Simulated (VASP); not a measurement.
# Na: single point with LDA

Crystal: Na.

```xyz
1
Lattice="-2.1040 2.1040 2.1040 2.1040 -2.1040 2.1040 2.1040 2.1040 -2.1040" Properties=species:S:1:pos:R:3 pbc="T T T"
Na    0.0000    0.0000    0.0000
```

| Item | Value |
| --- | --- |
| Program | VASP 6.6.1 |
| Task | single point |
| Functional | LDA |
| Potentials or basis | VASP PAW LDA potentials, release 64 (Na_pv) |
| Cutoff | 500 eV |
| k mesh | 8 × 8 × 8 |
| Occupations | tetrahedron |
| Spin | no spin polarisation |
| Dipole correction | no |
| Further INCAR settings | ALGO = Normal; EDIFF = 1e-06; NBANDS = 10 |

```
Pressure : -0.9 GPa
```

Levels at points of the mesh, in eV from the Fermi level:
```
           k point  band 1  band 2  band 3  band 4  band 5  band 6  band 7
(0.00, 0.00, 0.00)  -25.02  -25.02  -25.02   -3.35   11.54   11.54   11.54
(0.50, 0.00, 0.00)  -25.06  -25.03  -25.02    0.70    1.10    8.11    8.91
(0.50, 0.50, 0.50)  -25.05  -25.05  -25.05    4.50    4.50    4.76    4.76
```

Run time: 5.1 s on 1 thread of Intel(R) Xeon(R) Platinum 8488C (Sapphire Rapids), with other jobs on the host, peak memory 0.13 GiB.

Caveat: tetrahedron occupations give inexact forces and stress in metals.
